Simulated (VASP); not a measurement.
# GeW in VASP: single point with PBE

Aim: the single point of GeW with PBE.

All numbers are computed with VASP 6.6.1; they aren't measurements. Logs are shortened: lines on timing, memory, paths and dates and some standing lists are left out, and cuts for length are marked.

### 1 The cell of the first run

The typed cell holds 8 atoms: a = 5.432 Å, b = 5.432 Å, c = 5.432 Å, α = 109.32°, β = 109.32°, γ = 109.77°.

The cell was built from a structure type or drawn by symmetry, and may not be a known phase.

### 2 Single point, PBE

The input, INCAR:

```
  PREC = Accurate
  ENCUT = 500
  EDIFF = 1E-6
  ISMEAR = 0
  SIGMA = 0.2
  LREAL = F
  LASPH = T
  NELM = 120
  ALGO = Normal
  ISIF = 2
  LWAVE = F
  LCHARG = F
  GGA = PE
  NBANDS = 66
  GGA_COMPAT = F
```

The input, KPOINTS:

```
Automatic mesh
0
Gamma
  4 4 4
```

The input, POSCAR:

```
GeW
1.0
   -3.1418325403      3.1418325403      3.1244901876
    3.1418325403     -3.1418325403      3.1244901876
    3.1418325403      3.1418325403     -3.1244901876
Ge W
4 4
Direct
    0.7500000000      0.2500000000      0.5000000000
    0.2500000000      0.7500000000      0.5000000000
    0.2500000000      0.2500000000      0.0000000000
    0.7500000000      0.7500000000      0.0000000000
    0.7499743264      0.2499743264      0.9999486529
    0.2499743264      0.2500256736      0.5000000000
    0.2500256736      0.7500256736      0.0000513471
    0.7500256736      0.7499743264      0.5000000000
```

Potentials or basis: VASP PAW PBE potentials, release 64 (Ge_d, W_sv).

On the command line:

```
cat potpaw_PBE.64/Ge_d/POTCAR potpaw_PBE.64/W_sv/POTCAR > POTCAR
mpirun -np 1 vasp_std > vasp.out
```

OUTCAR:

```text
PREC = Accurate
   ENCUT = 500
   EDIFF = 1E-6
   ISMEAR = 0
   LREAL = F
   LASPH = T
   NELM = 120
   ISIF = 2
   GGA = PE

 ion  position               nearest neighbor table
   1  0.750  0.250  0.500-   6 2.72   8 2.72   7 2.72   5 2.72   5 2.72   7 2.72   8 2.72   6 2.72

   2  0.250  0.750  0.500-   6 2.72   8 2.72   5 2.72   7 2.72   7 2.72   5 2.72   8 2.72   6 2.72

   3  0.250  0.250  0.000-   5 2.72   7 2.72   6 2.72   8 2.72   6 2.72   8 2.72   7 2.72   5 2.72

   4  0.750  0.750  0.000-   5 2.72   7 2.72   6 2.72   8 2.72   8 2.72   6 2.72   5 2.72   7 2.72

   5  0.750  0.250  1.000-   2 2.72   1 2.72   3 2.72   4 2.72   3 2.72   4 2.72   1 2.72   2 2.72
                             7 3.12   7 3.12   8 3.14   6 3.14   8 3.14   6 3.14
   6  0.250  0.250  0.500-   1 2.72   2 2.72   4 2.72   3 2.72   3 2.72   4 2.72   2 2.72   1 2.72
                             8 3.12   8 3.12   7 3.14   5 3.14   7 3.14   5 3.14
   7  0.250  0.750  0.000-   1 2.72   2 2.72   3 2.72   4 2.72   3 2.72   4 2.72   2 2.72   1 2.72
                             5 3.12   5 3.12   6 3.14   8 3.14   8 3.14   6 3.14
   8  0.750  0.750  0.500-   1 2.72   2 2.72   3 2.72   4 2.72   4 2.72   3 2.72   2 2.72   1 2.72
                             6 3.12   6 3.12   5 3.14   7 3.14   7 3.14   5 3.14

  LATTYP: Found a body centered tetragonal cell.
 ALAT       =     6.2836650806
 C/A-ratio  =     0.9944801792

  Lattice vectors:

 A1 = (  -3.1418325403,   3.1418325403,   3.1244901876)
 A2 = (   3.1418325403,  -3.1418325403,   3.1244901876)
 A3 = (   3.1418325403,   3.1418325403,  -3.1244901876)

Analysis of symmetry for initial positions (statically):
=====================================================================
 Subroutine PRICEL returns:
 Original cell was already a primitive cell.

 Routine SETGRP: Setting up the symmetry group for a
 body centered tetragonal supercell.

 Subroutine GETGRP returns: Found 16 space group operations
 (whereof  8 operations were pure point group operations)
 out of a pool of 16 trial point group operations.

The static configuration has the point symmetry C_4h.
 The point group associated with its full space group is D_4h.

Analysis of symmetry for dynamics (positions and initial velocities):
=====================================================================
 Subroutine PRICEL returns:
 Original cell was already a primitive cell.

 Routine SETGRP: Setting up the symmetry group for a
 body centered tetragonal supercell.

 Subroutine GETGRP returns: Found 16 space group operations
 (whereof  8 operations were pure point group operations)
 out of a pool of 16 trial point group operations.

The dynamic configuration has the point symmetry C_4h.
 The point group associated with its full space group is D_4h.

 Subroutine INISYM returns: Found 16 space group operations
 (whereof  8 operations are pure point group operations),
 and found     1 'primitive' translations

----------------------------------------------------------------------------------------

                                     Primitive cell

  volume of cell :     123.3688

  direct lattice vectors                    reciprocal lattice vectors
    -3.141832540  3.141832540  3.124490188     0.000000000  0.159142791  0.160026107
     3.141832540 -3.141832540  3.124490188     0.159142791  0.000000000  0.160026107
     3.141832540  3.141832540 -3.124490188     0.159142791  0.159142791  0.000000000

  length of vectors
     5.431819433  5.431819433  5.431819433     0.225687356  0.225687356  0.225061894

  position of ions in fractional coordinates (direct lattice)
     0.750000000  0.250000000  0.500000000
     0.250000000  0.750000000  0.500000000
     0.250000000  0.250000000  0.000000000
     0.750000000  0.750000000  0.000000000
     0.749974326  0.249974326  0.999948653
     0.249974326  0.250025674  0.500000000
     0.250025674  0.750025674  0.000051347
     0.750025674  0.749974326  0.500000000

  ion indices of the primitive-cell ions
   primitive index   ion index
                 1           1
                 2           2
                 3           3
                 4           4
                 5           5
                 6           6
                 7           7
                 8           8

----------------------------------------------------------------------------------------

 KPOINTS: Automatic mesh

Automatic generation of k-mesh.
 Grid dimensions read from file:
 generate k-points for:    4    4    4

 Generating k-lattice:

  Cartesian coordinates                     Fractional coordinates (reciprocal lattice)
     0.000000000  0.039785698  0.040006527     0.250000000  0.000000000  0.000000000
     0.039785698  0.000000000  0.040006527     0.000000000  0.250000000  0.000000000
     0.039785698  0.039785698  0.000000000     0.000000000  0.000000000  0.250000000

  Length of vectors
     0.056421839  0.056421839  0.056265473

  Shift w.r.t. Gamma in fractional coordinates (k-lattice)
     0.000000000  0.000000000  0.000000000

 Subroutine IBZKPT returns following result:
 ===========================================

 Found     13 irreducible k-points:

 Following reciprocal coordinates:
            Coordinates               Weight
  0.000000  0.000000  0.000000      1.000000
  0.250000  0.000000 -0.000000      8.000000
  0.500000  0.000000 -0.000000      4.000000
  0.250000  0.250000 -0.000000      8.000000
  0.500000  0.250000  0.000000     16.000000
 -0.250000  0.250000  0.000000      4.000000
  0.500000  0.500000 -0.000000      2.000000
  0.250000  0.250000  0.250000      2.000000
 -0.250000  0.250000  0.250000      4.000000
  0.500000  0.500000  0.250000      4.000000
 -0.250000  0.500000  0.250000      8.000000
 -0.250000 -0.250000  0.250000      2.000000
  0.500000  0.500000  0.500000      1.000000
   k-points           NKPTS =     13   k-points in BZ     NKDIM =     13   number of bands    NBANDS=     66
   number of dos      NEDOS =    301   number of ions     NIONS =      8
   total plane-waves  NPLWV =  64000
   dimension x,y,z NGX =    40 NGY =   40 NGZ =   40
   dimension x,y,z NGXF=    80 NGYF=   80 NGZF=   80
   ions per type =               4   4
   NGX,Y,Z   is equivalent  to a cutoff of  12.24, 12.24, 12.24 a.u.
   NGXF,Y,Z  is equivalent  to a cutoff of  24.48, 24.48, 24.48 a.u.
 SYSTEM =  unknown system
   PREC   = accura    normal or accurate (medium, high low for compatibility)
   ISTART =      0    job   : 0-new  1-cont  2-samecut
   ICHARG =      2    charge: 1-file 2-atom 10-const
   ISPIN  =      1    spin polarized calculation?
   LNONCOLLINEAR =      F non collinear calculations
   LSORBIT =      F    spin-orbit coupling
   LASPH  =      T    aspherical Exc in radial PAW
   ENCUT  =  500.0 eV  36.75 Ry    6.06 a.u.   9.90  9.90  9.90*2*pi/ulx,y,z
   NELM   =    120;   NELMIN=  2; NELMDL= -5     # of ELM steps
   EDIFF  = 0.1E-05   stopping-criterion for ELM
   LREAL  =      F    real-space projection
   EDIFFG = 0.1E-04   stopping-criterion for IOM
   NSW    =      0    number of steps for IOM
   IBRION =     -1    ionic relax: 0-MD 1-quasi-New 2-CG
   NFREE  =      0    steps in history (QN), initial steepest desc. (CG)
   ISIF   =      2    stress and relaxation
   ISYM   =      2    0-nonsym 1-usesym 2-fastsym
   POTIM  = 0.5000    time-step for ionic-motion
   TEBEG  =    0.0;   TEEND  =   0.0 temperature during run
   PSTRESS=    0.0 pullay stress
   NELECT =     112.0000    total number of electrons
   NUPDOWN=      -1.0000    fix difference up-down
   EMIN   =  10.00;   EMAX   =-10.00  energy-range for DOS
   EFERMI =   0.00;   METHOD = LEGACY
   ISMEAR =     0;   SIGMA  =   0.20  broadening in eV -4-tet -1-fermi 0-gaus
   EFERMI_NEDOS =   21; number of points for ismear=-14 and -15
   IALGO  =     38    algorithm
   IMIX   =      4    mixing-type and parameters
     AMIX     =   0.40;   BMIX     =  1.00
     AMIX_MAG =   1.60;   BMIX_MAG =  1.00
  volume/ion in A,a.u.               =      15.42       104.07
  Fermi-wavevector in a.u.,A,eV,Ry     =   1.585182  2.995559 34.188741  2.512802
  Thomas-Fermi vector in A             =   2.684686
   LORBIT       =      0    0 simple, 1 ext, 2 COOP (PROOUT), +10 PAW based schemes
   GGA     = PE    functional components
   LHFCALC =     F    Hartree Fock is set to
   AEXX    =    0.0000 exact exchange contribution
   IVDW    =     0    specifies the selected vdW correction
   LEPSILON=     F    determine dielectric tensor
   LRPA    =     F    only Hartree local field effects (RPA)
 non-spin polarized calculation
 Gauss-broadening in eV      SIGMA  =   0.20
  energy-cutoff  :      500.00
  volume of cell :      123.37
 maximum number of plane-waves:      3180
   NGX = 19   NGY = 19   NGZ = 19

 number of electron     111.9999960 magnetization

 Free energy of the ion-electron system (eV)
  ---------------------------------------------------
  ext. energy  EPLUGINS =         0.00000000
  ---------------------------------------------------
  free energy    TOTEN  =       -66.62431640 eV

  energy without entropy =      -66.43515867  energy(sigma->0) =      -66.52973754

 E-fermi :  10.2883     XC(G=0): -13.1032

 val. band max:       10.2871662333   @ k =   0.2500   0.0000  -0.0000
 cond. band min:      10.3092681499   @ k =  -0.2500   0.2500   0.0000
 fundamental gap:      0.0221019166
 Fermi energy:        10.2883365865

 k-point     1 :       0.0000    0.0000    0.0000
  band No.  band energies     occupation
      1     -63.7684      2.00000
      2     -63.7490      2.00000
      3     -63.7482      2.00000
      4     -63.7482      2.00000
      5     -28.1121      2.00000
      6     -28.1121      2.00000
[... 58 lines left out ...]
     65      13.6669      0.00000
     66      13.7090      0.00000

 k-point     2 :       0.2500    0.0000   -0.0000
  band No.  band energies     occupation
      1     -63.7655      2.00000
      2     -63.7511      2.00000
      3     -63.7488      2.00000
      4     -63.7483      2.00000
      5     -28.1088      2.00000
      6     -28.1076      2.00000
[... 817 lines left out ...]
     65      13.8334      0.00000
     66      13.8626      0.00000

------------------------ aborting loop because EDIFF is reached ----------------------------------------

  FORCE on cell =-STRESS in cart. coord.  units (eV):
  Direction    XX          YY          ZZ          XY          YZ          ZX
  --------------------------------------------------------------------------------------
  -------------------------------------------------------------------------------------
  Total       -0.1204700     -0.1204700     -0.1492377      0.0000000      0.0000000      0.0000000
  in kB       -1.5645316     -1.5645316     -1.9381349      0.0000000      0.0000000      0.0000000
  external PRESSURE =      -1.6890661 kB  Pullay stress =       0.0000000 kB

 VOLUME and BASIS-vectors are now :
 -----------------------------------------------------------------------------
  energy-cutoff  :      500.00
  volume of cell :      123.37
      direct lattice vectors                 reciprocal lattice vectors
    -3.141832540  3.141832540  3.124490188     0.000000000  0.159142791  0.160026107
     3.141832540 -3.141832540  3.124490188     0.159142791  0.000000000  0.160026107
     3.141832540  3.141832540 -3.124490188     0.159142791  0.159142791  0.000000000

 POSITION                                       TOTAL-FORCE (eV/Angst)
 -----------------------------------------------------------------------------------
     -0.00000      3.14183      1.56225        -0.000000     -0.000000      0.000000
      3.14183     -0.00000      1.56225        -0.000000     -0.000000      0.000000
      0.00000      0.00000      1.56225        -0.000000     -0.000000      0.000000
      0.00000      0.00000      4.68674        -0.000000     -0.000000      0.000000
      1.57075      4.71259     -0.00000         0.001707      0.001707     -0.000000
      1.57108      1.57075      0.00000        -0.001707      0.001707      0.000000
      1.57108     -1.57075      3.12449        -0.001707     -0.001707      0.000000
      1.57075      1.57108      3.12449         0.001707     -0.001707      0.000000
 -----------------------------------------------------------------------------------
    total drift:                               -0.000000     -0.000000      0.000000

  FREE ENERGIE OF THE ION-ELECTRON SYSTEM (eV)
  ---------------------------------------------------
  free  energy   TOTEN  =       -66.6243164049 eV

  energy  without entropy=      -66.4351586720  energy(sigma->0) =      -66.52973754
```

Run time: 3.1 min. Hardware: 1 thread of Intel Xeon 8259CL, shared host; peak memory 0.28 GiB.

What came out:

```
Free energy            : -66.6243 eV
Pressure               : -0.2 GPa
Band gap on the k mesh : zero (bands 56 and 57 overlap by 2.43 eV)
```

Forces in eV/Å, atoms in the order of the input:
```
Ge   0.000  0.000  0.000
Ge   0.000  0.000  0.000
Ge   0.000  0.000  0.000
Ge   0.000  0.000  0.000
W    0.002  0.002  0.000
W   -0.002  0.002  0.000
W   -0.002 -0.002  0.000
W    0.002 -0.002  0.000
```

Levels at points of the mesh, in eV from the Fermi level:
```csv
k point,band 53,band 54,band 55,band 56,band 57,band 58,band 59,band 60
"(0.00, 0.00, 0.00)",-0.27,-0.25,-0.25,-0.20,-0.20,1.51,1.56,1.56
"(0.50, 0.00, 0.00)",-0.78,-0.78,-0.66,-0.66,0.07,0.07,0.55,0.55
"(0.50, 0.50, 0.00)",-0.70,-0.70,-0.67,-0.67,0.08,0.08,0.59,0.59
"(0.50, 0.50, 0.50)",-1.89,-1.80,-1.80,1.76,1.79,1.79,3.26,3.26
```

Caveat: spin-orbit coupling is left out, which moves the levels of the heavy elements.
